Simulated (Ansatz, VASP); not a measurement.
## One calculation of SiNi, two programs

INCAR

```
ALGO = Normal ; EDIFF = 1E-6
ENCUT = 520 ; GGA = PS
ISIF = 2 ; ISMEAR = 0
LASPH = True ; LCHARG = False
LREAL = False ; LWAVE = False
NBANDS = 38 ; NELM = 100
PREC = Accurate ; SIGMA = 0.1
```

File KPOINTS:

```
k-points
0
Gamma
  4 6 4
```

The input POSCAR:

```
SiNi
1.0
    5.1731000000      0.0000000000      0.0000000000
    0.0000000000      3.3381000000      0.0000000000
    0.0000000000      0.0000000000      5.6049000000
Si Ni
4 4
Direct
    0.3212800000      0.7500000000      0.0825000000
    0.1787200000      0.2500000000      0.5825000000
    0.8212800000      0.7500000000      0.4175000000
    0.6787200000      0.2500000000      0.9175000000
    0.0077900000      0.2500000000      0.1875200000
    0.4922100000      0.7500000000      0.6875200000
    0.5077900000      0.2500000000      0.3124800000
    0.9922100000      0.7500000000      0.8124800000
```

Input for Ansatz:

```yaml
crystal:
  lattice:
    - [5.1731, 0.0, 0.0]
    - [0.0, 3.3381, 0.0]
    - [0.0, 0.0, 5.6049]
  atoms:
    - { symbol: Si, position: [0.32128, 0.75, 0.0825] }
    - { symbol: Si, position: [0.17872, 0.25, 0.5825] }
    - { symbol: Si, position: [0.82128, 0.75, 0.4175] }
    - { symbol: Si, position: [0.67872, 0.25, 0.9175] }
    - { symbol: Ni, position: [0.00779, 0.25, 0.18752] }
    - { symbol: Ni, position: [0.49221, 0.75, 0.68752] }
    - { symbol: Ni, position: [0.50779, 0.25, 0.31248] }
    - { symbol: Ni, position: [0.99221, 0.75, 0.81248] }
basis:
  ecutwfc: 420
kpoints:
  mp_grid: { grid: [4, 6, 4] }
hamiltonian:
  xc: pbesol
scf:
  occupations: { method: gaussian, width: 0.1 }
output:
  forces: true
  stress: true
  eigenvalues: true
```

Alike in both runs: task single point; functional PBEsol; k mesh 4 × 6 × 4; occupations gaussian, width 0.1 eV; no spin polarisation.

|  | VASP | Ansatz |
| --- | --- | --- |
| version | VASP 6.6.1 | Ansatz 0.2.0 |
| potentials or method | VASP PAW PBE potentials, release 64 (Si, Ni), cutoff 520 eV | scalar-relativistic, plane waves, PAW |
| valence electrons in the cell | 56 | 88 |

VASP gave:

| Quantity | Value |
| --- | --- |
| gap on the k mesh at the Fermi level (eV) | none |
| pressure (GPa) | -4.1 |
| traceless stress, the component that is largest in VASP (GPa) | 1.23 |
| rms of the force components (eV/Å) | 0.031 |

Problem. Estimate Ansatz's values.

Solution. gap on the k mesh at the Fermi level (eV): none; pressure (GPa): -4.3; traceless stress, the component that is largest in VASP (GPa): 1.17; rms of the force components (eV/Å): 0.029.

VASP's potentials were made for PBE, not for PBEsol. Atom by atom the forces differ by 0.005 eV/Å (rms over components). A gap of «none» marks a metal or a gap that the smearing closes. The functional is the same, so the differences come from potentials, cutoffs and numerics. VASP's potentials hold 56 valence electrons a cell and Ansatz's 88, so a difference there can come from the potentials and not from the codes.
